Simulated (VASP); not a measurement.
Here is a VASP 6.6.1 calculation.

The input POSCAR:

```
Os2C
1.0
    3.2487742240      0.0000000000      0.0000000000
   -1.6243871120      2.8135210091      0.0000000000
    0.0000000000      0.0000000000      3.5078127003
Os C
2 1
Direct
    0.3333333333      0.6666666667      0.5000000000
    0.6666666667      0.3333333333      0.5000000000
    0.0000000000      0.0000000000      0.0000000000
```

The input INCAR.step1:

```
SYSTEM = Os2C
PREC     = Accurate       ! precision mode
ENCUT    = 600            ! plane-wave cutoff, eV
ISMEAR   = 0              ! smearing method
SIGMA    = 0.1            ! smearing width, eV
LREAL    = .FALSE.        ! projectors in reciprocal space
LASPH    = .TRUE.         ! aspherical terms in the spheres
NELM     = 60             ! most SCF steps
GGA      = PE             ! functional
ALGO     = Normal         ! electronic algorithm
EDIFF    = 1E-4           ! SCF threshold, eV
LWAVE    = .TRUE.         ! write WAVECAR
LCHARG   = .FALSE.        ! write CHGCAR
```

INCAR.step2

```
SYSTEM = Os2C
PREC     = Accurate       ! precision mode
ENCUT    = 600            ! plane-wave cutoff, eV
EDIFF    = 1E-6           ! SCF threshold, eV
ISMEAR   = 0              ! smearing method
SIGMA    = 0.1            ! smearing width, eV
LREAL    = .FALSE.        ! projectors in reciprocal space
LASPH    = .TRUE.         ! aspherical terms in the spheres
NELM     = 60             ! most SCF steps
ALGO     = Normal         ! electronic algorithm
ISIF     = 3              ! what is computed and relaxed
LWAVE    = .FALSE.        ! write WAVECAR
LCHARG   = .FALSE.        ! write CHGCAR
METAGGA  = R2SCAN         ! meta-GGA
LMIXTAU  = .TRUE.       
IBRION   = 2              ! ionic algorithm
NSW      = 90             ! ionic steps
EDIFFG   = -0.04          ! ionic threshold
ISTART   = 1
```

KPOINTS

```
regular mesh
0
G
  6 6 6
  0 0 0
```

Potentials or basis: VASP PAW PBE potentials, release 64 (Os, C).

Launch:

```bash
$ cat potpaw_PBE.64/Os/POTCAR potpaw_PBE.64/C/POTCAR > POTCAR
$ cp INCAR.step1 INCAR
$ mpirun -np 1 vasp_std > vasp.out
$ cp INCAR.step2 INCAR
$ mpirun -np 1 vasp_std > vasp.out
```

Q: Estimate the space group after relaxing (to 0.1 Å).

A: P6/mmm (No. 191).

Q: What does it give for the band gap on the k mesh?

A: Zero (bands 10 and 11 overlap by 1.71 eV).

Q: Estimate the relaxed volume.

A: 13.29 Å³/atom.

Stress tensor (GPa, compression positive):
```
-0.09  0.00  0.00
 0.00 -0.09  0.00
 0.00  0.00  0.04
```

Caveat: the k points lie up to 0.39 Å⁻¹ apart in the final cell, too coarse for converged energies and pressures of a metal; the volume moved by over 15 % at a fixed basis, so the end points are rough; the PAW data sets were made with another functional, which shifts forces and pressure a little; spin-orbit coupling is left out, which moves the levels of the heavy elements.
